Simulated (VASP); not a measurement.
Wanted: the native input for a VASP 6.6.1 run.

| Quantity | Value |
| --- | --- |
| Task | single point |
| Functional | PBEsol |
| Potentials or basis | VASP PAW PBE potentials, release 64 (Ti_sv) |
| Cutoff | 520 eV |
| k mesh | 7 × 7 × 4 |
| Occupations | gaussian, width 0.1 eV |
| Spin | no spin polarisation |
| Dipole correction | no |
| Further INCAR settings | ALGO = Normal; EDIFF = 1e-07; NBANDS = 19 |

The structure of Ti lies in POSCAR:

```
Ti
1.0
    2.8992628694      0.0000000000      0.0000000000
   -1.4496314347      2.5108352972      0.0000000000
    0.0000000000      0.0000000000      4.5995085522
Ti
2
Direct
    0.3333333333      0.6666666667      0.2500000000
    0.6666666667      0.3333333333      0.7500000000
```

These files were run (other wordings do the same):

INCAR

```
PREC = Accurate
ENCUT = 520
EDIFF = 1E-7
ISMEAR = 0
SIGMA = 0.1
LREAL = False
LASPH = True
NELM = 80
ALGO = Normal
ISIF = 2
LWAVE = False
LCHARG = False
GGA = PS
NBANDS = 19
```

KPOINTS

```
Automatic mesh
0
Gamma
  7 7 4
```

Potentials or basis: VASP PAW PBE potentials, release 64 (Ti_sv).

The run is started by

```bash
$ cat potpaw_PBE.64/Ti_sv/POTCAR > POTCAR
$ mpirun -np 1 vasp_std > vasp.out
```

Results of the run:

```
Pressure               : -0.3 GPa
Band gap on the k mesh : zero (band 12 reaches 9.39 eV, above the bottom of band 13 at 8.40 eV)
```

Caveat: the PAW data sets were made with another functional, which shifts forces and pressure a little.

It took 13 s on 1 thread of Intel Xeon 6975P-C, with other jobs on the host, peak memory 0.15 GiB.
